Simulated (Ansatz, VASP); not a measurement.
**Two plane-wave programs on Rb**

POSCAR

```
Rb
1.0
   -2.8677202310      2.8677202310      2.8677202310
    2.8677202310     -2.8677202310      2.8677202310
    2.8677202310      2.8677202310     -2.8677202310
Rb
1
Direct
    0.0000000000      0.0000000000      0.0000000000
```

The input INCAR.step1:

```
SYSTEM = Rb
PREC = Accurate ; ENCUT = 520
ISMEAR = 1 ; SIGMA = 1.0
LREAL = .False. ; LASPH = .True.
NELM = 100 ; NBANDS = 10
GGA = PE ; ALGO = Normal
EDIFF = 1E-4 ; LWAVE = .True.
LCHARG = .False.
```

The input INCAR.step2:

```
SYSTEM = Rb
PREC = Accurate ; ENCUT = 520
EDIFF = 1E-6 ; ISMEAR = 1
SIGMA = 1.0 ; LREAL = .False.
LASPH = .True. ; NELM = 100
ALGO = Normal ; ISIF = 2
LWAVE = .False. ; LCHARG = .False.
METAGGA = R2SCAN ; LMIXTAU = .True.
NBANDS = 10 ; ISTART = 1
```

File KPOINTS:

```
Automatic mesh
0
Gamma
  8 8 8
  0 0 0
```

Input for Ansatz:

```yaml
crystal:
  lattice:
    - [-2.867720231, 2.867720231, 2.867720231]
    - [2.867720231, -2.867720231, 2.867720231]
    - [2.867720231, 2.867720231, -2.867720231]
  atoms:
    - { symbol: Rb, position: [0.0, 0.0, 0.0] }
hamiltonian:
  xc: r2scan
  pseudopotentials:
    kind: paw
    azcp:
      Rb: "pseudopotentials/Rb.paw.azcp"
basis:
  ecutwfc: 500
  fft_grid_basis: typed
kpoints:
  mp_grid: { grid: [8, 8, 8], shift: [0, 0, 0] }
magnetization:
  spin_polarized: false
scf:
  occupations: { method: methfessel_paxton, width: 1.0 }
  lower_state_search: "off"
output:
  stress: true
```

Alike in both runs: task single point; functional r2SCAN; k mesh 8 × 8 × 8; occupations methfessel-paxton of order 1, width 1 eV; no spin polarisation.

|  | VASP | Ansatz |
| --- | --- | --- |
| version | VASP 6.6.1 | Ansatz 0.2.0 |
| potentials or method | VASP PAW PBE potentials, release 64 (Rb_sv), cutoff 520 eV | plane waves (500 eV) with PAW, scalar-relativistic |
| valence electrons in the cell | 9 | 9 |

|  | VASP | Ansatz | Ansatz less VASP |
| --- | --- | --- | --- |
| pressure (GPa) | 0.0 | 0.0 | -0.01 |

VASP's potentials were made for PBE, not for r2SCAN.
